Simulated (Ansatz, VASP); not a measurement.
**One calculation of AlGaN2, two programs**

```xyz
4
Lattice="3.0467 0.0000 0.0000 0.0000 3.0467 0.0000 0.0000 0.0000 4.5566" Properties=species:S:1:pos:R:3 pbc="T T T"
Al    1.5233    1.5233    2.2783
Ga    0.0000    0.0000    0.0000
N     1.5233    0.0000    3.3639
N     0.0000    1.5233    1.1926
```

Change from the starting cell: strain -0.030 along x and y, +0.030 along z, atoms carried along.

Alike in both runs: task single point; functional r2SCAN; k mesh 8 × 8 × 6; occupations gaussian, width 0.05 eV; no spin polarisation.

```csv
,VASP,Ansatz
version,VASP 6.6.1,Ansatz 0.2.0
potentials or method,"VASP PAW PBE potentials, release 64 (Al, Ga_d, N_h), cutoff 1460 eV","scalar-relativistic, plane waves, PAW"
valence electrons in the cell,26,26
```

|  | VASP | Ansatz | Ansatz less VASP |
| --- | --- | --- | --- |
| gap on the k mesh at the Fermi level (eV) | 3.49 | 3.48 | -0.007 |
| least direct gap on the mesh (eV) | 3.49 | 3.48 | -0.007 |
| pressure (GPa) | 6.5 | 6.2 | -0.33 |
| traceless stress, the component that is largest in VASP (GPa) | -6.35 | -6.41 | -0.067 |
| rms of the force components (eV/Å) | 0.043 | 0.083 | +0.0403 |

VASP's potentials were made for PBE, not for r2SCAN. Atom by atom the forces differ by 0.040 eV/Å (rms over components).
